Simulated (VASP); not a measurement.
Here is a VASP 6.6.1 calculation.

File INCAR:

```
ALGO     = Normal         # electronic algorithm
EDIFF    = 1E-6           # SCF threshold, eV
ENCUT    = 970            # plane-wave cutoff, eV
GGA      = PE             # functional
GGA_COMPAT= F            
ISIF     = 2              # what is computed and relaxed
ISMEAR   = -1             # smearing method
LASPH    = T              # aspherical terms in the spheres
LCHARG   = T              # write CHGCAR
LELF     = T              # ELF
LREAL    = F              # projectors in reciprocal space
LVHAR    = T            
LWAVE    = F              # write WAVECAR
NBANDS   = 30             # bands
NELM     = 120            # most SCF steps
PREC     = Accurate       # precision mode
SIGMA    = 0.02           # smearing width, eV
```

File KPOINTS:

```
k-points
0
Gamma
  6 6 6
```

POSCAR

```
NaGeBr3
1.0
    5.4732132055      0.0000000000      0.0000000000
    0.0000000000      5.4732132055      0.0000000000
    0.0000000000      0.0000000000      5.4732132055
Na Ge Br
1 1 3
Direct
    0.0000000000      0.0000000000      0.0000000000
    0.5000000000      0.5000000000      0.5000000000
    0.5000000000      0.5000000000      0.0000000000
    0.5000000000      0.0000000000      0.5000000000
    0.0000000000      0.5000000000      0.5000000000
```

Potentials or basis: VASP PAW PBE potentials, release 64 (Na_sv, Ge_d, Br).

The run is started by

```sh
$ cat potpaw_PBE.64/Na_sv/POTCAR potpaw_PBE.64/Ge_d/POTCAR potpaw_PBE.64/Br/POTCAR > POTCAR
$ mpirun -np 1 vasp_std > vasp.out
```

(1) Estimate the pressure.

(2) Estimate the band gap on the k mesh.

Answers

(1) 0.3 GPa.

(2) 0.43 eV.
